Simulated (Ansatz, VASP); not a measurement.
## AlRu: VASP beside Ansatz

```
Al Ru
1.0
     2.98262    0.00000    0.00000
     0.00000    2.80367    0.00000
     0.00000    0.00000    2.98262
Al Ru
1 1
Direct
  0.00000 0.00000 0.00000
  0.50000 0.50000 0.50000
```

Change from the starting cell: strain -0.0600 x Voigt [0, 1, 0, 0, 0, 0], atoms carried along.

Alike in both runs: task single point; functional r2SCAN; k mesh 20 × 20 × 20; occupations gaussian, width 0.15 eV; no spin polarisation.

|  | VASP | Ansatz |
| --- | --- | --- |
| version | VASP 6.6.1 | Ansatz 0.2.0 |
| potentials or method | VASP PAW PBE potentials, release 64 (Al, Ru_pv), cutoff 520 eV | scalar-relativistic, plane waves, PAW |
| valence electrons in the cell | 17 | 19 |

Ansatz gave:

```
gap on the k mesh at the Fermi level (eV)                     : none
pressure (GPa)                                                : 16.1
traceless stress, the component that is largest in VASP (GPa) : 9.94
```

Problem. Estimate VASP's values.

Solution. gap on the k mesh at the Fermi level (eV): none; pressure (GPa): 16.4; traceless stress, the component that is largest in VASP (GPa): 9.99.

VASP's potentials were made for PBE, not for r2SCAN. A gap of «none» marks a metal or a gap that the smearing closes. With one functional, cell and mesh, what is left measures potentials, basis and numerics. VASP's potentials hold 17 valence electrons a cell and Ansatz's 19, so a difference there can come from the potentials and not from the codes.
